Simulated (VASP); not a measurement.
MgCdSe: single point with PBE

The system is MgCdSe.

```xyz
6
Lattice="4.5587 0.0000 0.0000 -2.2794 3.9480 0.0000 0.0000 0.0000 7.4440" Properties=species:S:1:pos:R:3 pbc="T T T"
Mg    0.0000    0.0000    0.0000
Mg    0.0000    0.0000    3.7220
Cd    2.2794    1.3160    5.5830
Cd    0.0000    2.6320    1.8610
Se    2.2794    1.3160    1.8610
Se    0.0000    2.6320    5.5830
```

The cell was built from a structure type or drawn by symmetry, and may not be a known phase.

- Program: VASP 6.6.1
- Task: single point
- Functional: PBE
- Potentials or basis: VASP PAW PBE potentials, release 64 (Mg, Cd, Se)
- Cutoff: 520 eV
- k mesh: 6 × 6 × 4
- Occupations: gaussian, width 0.1 eV
- Spin: no spin polarisation

- Pressure: 7.4 GPa
- Band gap on the k mesh: zero (bands 20 and 21 overlap by 1.89 eV)

Stress tensor (GPa, compression positive):
```
11.05  0.00  0.00
 0.00 11.05  0.00
 0.00  0.00  0.24
```

Levels at points of the mesh, in eV from the Fermi level:
```
           k point  band 17  band 18  band 19  band 20  band 21  band 22  band 23  band 24
(0.00, 0.00, 0.00)    -2.99    -2.89    -2.89    -2.47     1.33     1.33     2.39     2.58
(0.50, 0.00, 0.00)    -4.06    -3.54    -1.62    -0.97    -0.48     2.04     2.27     2.75
(0.00, 0.00, 0.50)    -3.09    -3.09    -2.20    -2.20     1.53     1.53     1.63     1.63
(0.50, 0.00, 0.50)    -3.53    -3.53    -1.56    -1.56     0.19     0.19     2.56     2.56
```

Wall time 78 s on 1 thread of Intel(R) Xeon(R) Platinum 8259CL CPU @ 2.50GHz (Skylake/Cascade Lake), on a shared host, peak memory 0.29 GiB.

Caveat: the cell stands under pressure.
